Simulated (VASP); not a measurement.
# Eu (P6_3/mmc) in VASP: electric field gradients with PBE

Aim: the electric field gradients of Eu with PBE.

Everything below comes from runs of VASP 6.6.1. Logs are shortened: lines on timing, memory, paths and dates and some standing lists are left out, and cuts for length are marked.

**1. The cell of the first run**

The structure is hexagonal, space group P6_3/mmc (No. 194). The conventional cell has a = 3.922 Å, b = 3.922 Å, c = 6.292 Å, α = 90.00°, β = 90.00°, γ = 120.00°. Eu (site symmetry -6m2) has 12 Eu at 3.88 to 3.92 Å within 5.1 Å.

This isn't the form of Eu at room conditions, which is bcc.

**2. Electric field gradients, PBE, collinear spin, ferromagnetic start**

INCAR reads:

```
SYSTEM = Eu
  PREC = Accurate
  ENCUT = 520
  EDIFF = 1E-8
  ISMEAR = -1
  SIGMA = 0.05
  LREAL = .False.
  LASPH = .True.
  NELM = 150
  ALGO = Normal
  ISIF = 2
  LWAVE = .False.
  LCHARG = .False.
  ISPIN = 2
  MAGMOM = 7 7
  LORBIT = 11
  LMAXMIX = 6
  GGA = PE
  LEFG = .True.
  NBANDS = 28
```

KPOINTS reads:

```
Automatic mesh
0
Gamma
  12 12 6
  0 0 0
```

POSCAR reads:

```
Eu
1.0
    3.9221976069      0.0000000000      0.0000000000
   -1.9610988034      3.3967227662      0.0000000000
    0.0000000000      0.0000000000      6.2920537911
Eu
2
Direct
    0.3333333333      0.6666666667      0.2500000000
    0.6666666667      0.3333333333      0.7500000000
```

Potentials or basis: VASP PAW PBE potentials, release 64 (Eu).

Command:

```
cat potpaw_PBE.64/Eu/POTCAR > POTCAR
mpirun -np 1 vasp_std > vasp.out
```

OUTCAR:

```text
SYSTEM = Eu
   PREC = Accurate
   ENCUT = 520
   EDIFF = 1E-8
   ISMEAR = -1
   LREAL = .False.
   LASPH = .True.
   NELM = 150
   ISIF = 2
   ISPIN = 2
   LORBIT = 11
   GGA = PE

 ion  position               nearest neighbor table
   1  0.333  0.667  0.250-
   2  0.667  0.333  0.750-

  LATTYP: Found a hexagonal cell.
 ALAT       =     3.9221976069
 C/A-ratio  =     1.6042164168

  Lattice vectors:

 A1 = (   3.9221976069,   0.0000000000,   0.0000000000)
 A2 = (  -1.9610988034,   3.3967227662,   0.0000000000)
 A3 = (   0.0000000000,   0.0000000000,   6.2920537911)

Analysis of symmetry for initial positions (statically):
=====================================================================
 Subroutine PRICEL returns:
 Original cell was already a primitive cell.

 Routine SETGRP: Setting up the symmetry group for a
 hexagonal supercell.

 Subroutine GETGRP returns: Found 24 space group operations
 (whereof 12 operations were pure point group operations)
 out of a pool of 24 trial point group operations.

The static configuration has the point symmetry D_3d.
 The point group associated with its full space group is D_6h.

Analysis of symmetry for dynamics (positions and initial velocities):
=====================================================================
 Subroutine PRICEL returns:
 Original cell was already a primitive cell.

 Routine SETGRP: Setting up the symmetry group for a
 hexagonal supercell.

 Subroutine GETGRP returns: Found 24 space group operations
 (whereof 12 operations were pure point group operations)
 out of a pool of 24 trial point group operations.

The dynamic configuration has the point symmetry D_3d.
 The point group associated with its full space group is D_6h.

Analysis of structural, dynamic, and magnetic symmetry:
=====================================================================
 Subroutine PRICEL returns:
 Original cell was already a primitive cell.

 Routine SETGRP: Setting up the symmetry group for a
 hexagonal supercell.

 Subroutine GETGRP returns: Found 24 space group operations
 (whereof 12 operations were pure point group operations)
 out of a pool of 24 trial point group operations.

The overall configuration has the point symmetry D_3d.
 The point group associated with its full space group is D_6h.

 Subroutine INISYM returns: Found 24 space group operations
 (whereof 12 operations are pure point group operations),
 and found     1 'primitive' translations

----------------------------------------------------------------------------------------

                                     Primitive cell

  volume of cell :      83.8266

  direct lattice vectors                    reciprocal lattice vectors
     3.922197607  0.000000000  0.000000000     0.254959107  0.147200709  0.000000000
    -1.961098803  3.396722766  0.000000000     0.000000000  0.294401418  0.000000000
     0.000000000  0.000000000  6.292053791     0.000000000  0.000000000  0.158930618

  length of vectors
     3.922197607  3.922197607  6.292053791     0.294401418  0.294401418  0.158930618

  position of ions in fractional coordinates (direct lattice)
     0.333333333  0.666666667  0.250000000
     0.666666667  0.333333333  0.750000000

  ion indices of the primitive-cell ions
   primitive index   ion index
                 1           1
                 2           2

----------------------------------------------------------------------------------------

 KPOINTS: Automatic mesh

Automatic generation of k-mesh.
 Grid dimensions read from file:
 generate k-points for:   12   12    6

 Generating k-lattice:

  Cartesian coordinates                     Fractional coordinates (reciprocal lattice)
     0.021246592  0.012266726  0.000000000     0.083333333 -0.000000000  0.000000000
     0.000000000  0.024533452  0.000000000     0.000000000  0.083333333  0.000000000
     0.000000000  0.000000000  0.026488436     0.000000000  0.000000000  0.166666667

  Length of vectors
     0.024533452  0.024533452  0.026488436

  Shift w.r.t. Gamma in fractional coordinates (k-lattice)
     0.000000000  0.000000000  0.000000000

 Subroutine IBZKPT returns following result:
 ===========================================

 Found     76 irreducible k-points:

 Following reciprocal coordinates:
            Coordinates               Weight
  0.000000  0.000000  0.000000      1.000000
  0.083333  0.000000  0.000000      6.000000
  0.166667  0.000000  0.000000      6.000000
  0.250000  0.000000  0.000000      6.000000
  0.333333  0.000000  0.000000      6.000000
  0.416667 -0.000000  0.000000      6.000000
[... 16 lines left out ...]
  0.250000  0.000000  0.166667     12.000000
  0.333333  0.000000  0.166667     12.000000
 [... further k-points ...]
   k-points           NKPTS =     76   k-points in BZ     NKDIM =     76   number of bands    NBANDS=     28
   number of dos      NEDOS =    301   number of ions     NIONS =      2
   total plane-waves  NPLWV =  43200
   dimension x,y,z NGX =    30 NGY =   30 NGZ =   48
   dimension x,y,z NGXF=    60 NGYF=   60 NGZF=   96
   ions per type =               2
   NGX,Y,Z   is equivalent  to a cutoff of  12.72, 12.72, 12.68 a.u.
   NGXF,Y,Z  is equivalent  to a cutoff of  25.43, 25.43, 25.36 a.u.
 SYSTEM =  Eu
   PREC   = accura    normal or accurate (medium, high low for compatibility)
   ISTART =      0    job   : 0-new  1-cont  2-samecut
   ICHARG =      2    charge: 1-file 2-atom 10-const
   ISPIN  =      2    spin polarized calculation?
   LNONCOLLINEAR =      F non collinear calculations
   LSORBIT =      F    spin-orbit coupling
   LASPH  =      T    aspherical Exc in radial PAW
   ENCUT  =  520.0 eV  38.22 Ry    6.18 a.u.   7.29  7.29 11.70*2*pi/ulx,y,z
   NELM   =    150;   NELMIN=  2; NELMDL= -5     # of ELM steps
   EDIFF  = 0.1E-07   stopping-criterion for ELM
   LREAL  =      F    real-space projection
   EDIFFG = 0.1E-06   stopping-criterion for IOM
   NSW    =      0    number of steps for IOM
   IBRION =     -1    ionic relax: 0-MD 1-quasi-New 2-CG
   NFREE  =      0    steps in history (QN), initial steepest desc. (CG)
   ISIF   =      2    stress and relaxation
   ISYM   =      2    0-nonsym 1-usesym 2-fastsym
   POTIM  = 0.5000    time-step for ionic-motion
   TEBEG  =    0.0;   TEEND  =   0.0 temperature during run
   PSTRESS=    0.0 pullay stress
   NELECT =      34.0000    total number of electrons
   NUPDOWN=      -1.0000    fix difference up-down
   EMIN   =  10.00;   EMAX   =-10.00  energy-range for DOS
   EFERMI =   0.00;   METHOD = LEGACY
   ISMEAR =    -1;   SIGMA  =   0.05  broadening in eV -4-tet -1-fermi 0-gaus
   EFERMI_NEDOS =   21; number of points for ismear=-14 and -15
   IALGO  =     38    algorithm
   IMIX   =      4    mixing-type and parameters
     AMIX     =   0.40;   BMIX     =  1.00
     AMIX_MAG =   1.60;   BMIX_MAG =  1.00
  volume/ion in A,a.u.               =      41.91       282.85
  Fermi-wavevector in a.u.,A,eV,Ry     =   1.211827  2.290020 19.980477  1.468524
  Thomas-Fermi vector in A             =   2.347330
   LORBIT       =     11    0 simple, 1 ext, 2 COOP (PROOUT), +10 PAW based schemes
   GGA     = PE    functional components
   LHFCALC =     F    Hartree Fock is set to
   AEXX    =    0.0000 exact exchange contribution
   IVDW    =     0    specifies the selected vdW correction
   LEPSILON=     F    determine dielectric tensor
   LRPA    =     F    only Hartree local field effects (RPA)
 spin polarized calculation
  energy-cutoff  :      520.00
  volume of cell :       83.83
 maximum number of plane-waves:      2297
 NGX is ok and might be reduce to    30
   NGX = 15   NGY = 15   NGZ = 23

 number of electron      34.0000005 magnetization      15.1155992

 Free energy of the ion-electron system (eV)
  ---------------------------------------------------
  ext. energy  EPLUGINS =         0.00000000
  ---------------------------------------------------
  free energy    TOTEN  =       -22.93814334 eV

  energy without entropy =      -22.90817247  energy(sigma->0) =      -22.92315790

 E-fermi :   2.0557     XC(G=0):  -8.8230

 val. band max:        2.0513993794   @ k =   0.4167  -0.0000   0.1667
 cond. band min:       2.0572811167   @ k =   0.3333   0.3333   0.5000
 fundamental gap:      0.0058817373
 Fermi energy:         2.0557250822

 spin component 1

 k-point     1 :       0.0000    0.0000    0.0000
  band No.  band energies     occupation
      1     -39.5367      1.00000
      2     -39.5012      1.00000
      3     -18.5557      1.00000
      4     -18.1605      1.00000
      5     -18.1605      1.00000
      6     -18.0939      1.00000
[... 20 lines left out ...]
     27       3.8346      0.00000
     28       3.9579      0.00000
[... 683 lines left out ...]
 k-point    24 :       0.3333    0.0000    0.1667
  band No.  band energies     occupation
      1     -39.5128      1.00000
      2     -39.4951      1.00000
      3     -18.4588      1.00000
      4     -18.3715      1.00000
      5     -18.3370      1.00000
      6     -18.2292      1.00000
[... 20 lines left out ...]
     27       3.3718      0.00000
     28       3.6941      0.00000

 [... further k-points ...]

 spin component 2

 k-point     1 :       0.0000    0.0000    0.0000
  band No.  band energies     occupation
      1     -36.3757      1.00000
      2     -36.3302      1.00000
      3     -16.2802      1.00000
      4     -15.7964      1.00000
      5     -15.7964      1.00000
      6     -15.7165      1.00000
[... 20 lines left out ...]
     27       6.6626      0.00000
     28       6.6638      0.00000
[... 683 lines left out ...]
 k-point    24 :       0.3333    0.0000    0.1667
  band No.  band energies     occupation
      1     -36.3448      1.00000
      2     -36.3221      1.00000
      3     -16.1637      1.00000
      4     -16.0597      1.00000
      5     -16.0142      1.00000
      6     -15.8814      1.00000
[... 20 lines left out ...]
     27       6.6180      0.00000
     28       6.6303      0.00000

 [... further k-points ...]

------------------------ aborting loop because EDIFF is reached ----------------------------------------

  FORCE on cell =-STRESS in cart. coord.  units (eV):
  Direction    XX          YY          ZZ          XY          YZ          ZX
  --------------------------------------------------------------------------------------
  -------------------------------------------------------------------------------------
  Total       -0.1146041     -0.1146041     -0.1225518     -0.0000000     -0.0000000      0.0000000
  in kB       -2.1904277     -2.1904277     -2.3423305     -0.0000000     -0.0000000      0.0000000
  external PRESSURE =      -2.2410620 kB  Pullay stress =       0.0000000 kB

 VOLUME and BASIS-vectors are now :
 -----------------------------------------------------------------------------
  energy-cutoff  :      520.00
  volume of cell :       83.83
      direct lattice vectors                 reciprocal lattice vectors
     3.922197607  0.000000000  0.000000000     0.254959107  0.147200709  0.000000000
    -1.961098803  3.396722766  0.000000000     0.000000000  0.294401418  0.000000000
     0.000000000  0.000000000  6.292053791     0.000000000  0.000000000  0.158930618

 POSITION                                       TOTAL-FORCE (eV/Angst)
 -----------------------------------------------------------------------------------
     -0.00000      2.26448      1.57301        -0.000000      0.000000      0.000000
      1.96110      1.13224      4.71904         0.000000      0.000000      0.000000
 -----------------------------------------------------------------------------------
    total drift:                               -0.000000      0.000000     -0.000000

  FREE ENERGIE OF THE ION-ELECTRON SYSTEM (eV)
  ---------------------------------------------------
  free  energy   TOTEN  =       -22.9381433403 eV

  energy  without entropy=      -22.9081724651  energy(sigma->0) =      -22.92315790

 Electric field gradients (V/A^2)
---------------------------------------------------------------------
 ion       V_xx      V_yy      V_zz      V_xy      V_xz      V_yz
---------------------------------------------------------------------
   1      -4.431    -4.430     8.861     0.001     0.000    -0.000
   2      -4.431    -4.430     8.861     0.001    -0.000     0.000
---------------------------------------------------------------------

 Electric field gradients after diagonalization (V/A^2)
 (convention: |V_zz| > |V_xx| > |V_yy|)
----------------------------------------------------------------------
 ion       V_xx      V_yy      V_zz     asymmetry (V_yy - V_xx)/ V_zz
----------------------------------------------------------------------
   1      -4.431    -4.430     8.861       0.000
   2      -4.431    -4.430     8.861       0.000
----------------------------------------------------------------------

           NMR quadrupolar parameters

 Cq : quadrupolar parameter    Cq=e*Q*V_zz/h
 eta: asymmetry parameters     (V_yy - V_xx)/ V_zz
 Q  : nuclear electric quadrupole moment in mb (millibarn)
----------------------------------------------------------------------
 ion       Cq(MHz)       eta       Q (mb)
----------------------------------------------------------------------
   1       0.021       0.000       1.000
   2       0.021       0.000       1.000
----------------------------------------------------------------------

 total charge

# of ion       s       p       d       f       tot
--------------------------------------------------
    1        2.083   5.709   0.313   6.630  14.735
    2        2.083   5.709   0.313   6.630  14.735
--------------------------------------------------
tot          4.167  11.418   0.626  13.259  29.471

 magnetization (x)

# of ion       s       p       d       f       tot
--------------------------------------------------
    1       -0.001  -0.084   0.193   6.628   6.737
    2       -0.001  -0.084   0.193   6.628   6.737
--------------------------------------------------
tot         -0.001  -0.167   0.386  13.256  13.474
```

Wall time 11 min (1 thread of Intel Xeon Platinum 8259CL at 2.50GHz (Skylake/Cascade Lake), shared host); peak memory 0.43 GiB.

Results:

```
Free energy                                           : -22.9381 eV
Pressure                                              : -0.2 GPa
Net moment                                            : 15.12 μB per cell
Site moments                                          : Eu +6.74 μB
Largest electric field gradient by atom               : Eu +8.9 V/Å²
Valence electrons inside the program's atomic spheres : Eu 14.73
```

Electric field gradients, principal values (V/Å²):
```tsv
atom	least	middle	greatest (by size)
1 Eu	-4.430	-4.431	8.861
2 Eu	-4.430	-4.431	8.861
```

Caveat: without QUAD_EFG the Cq values of the log hold for a quadrupole moment of 1 mb, not for the nuclei; spin-orbit coupling is left out, which moves the levels of the heavy elements; semilocal functionals describe open f shells poorly, which spoils levels, moments and volumes. The state reached can hang on the start; a lower one may exist.
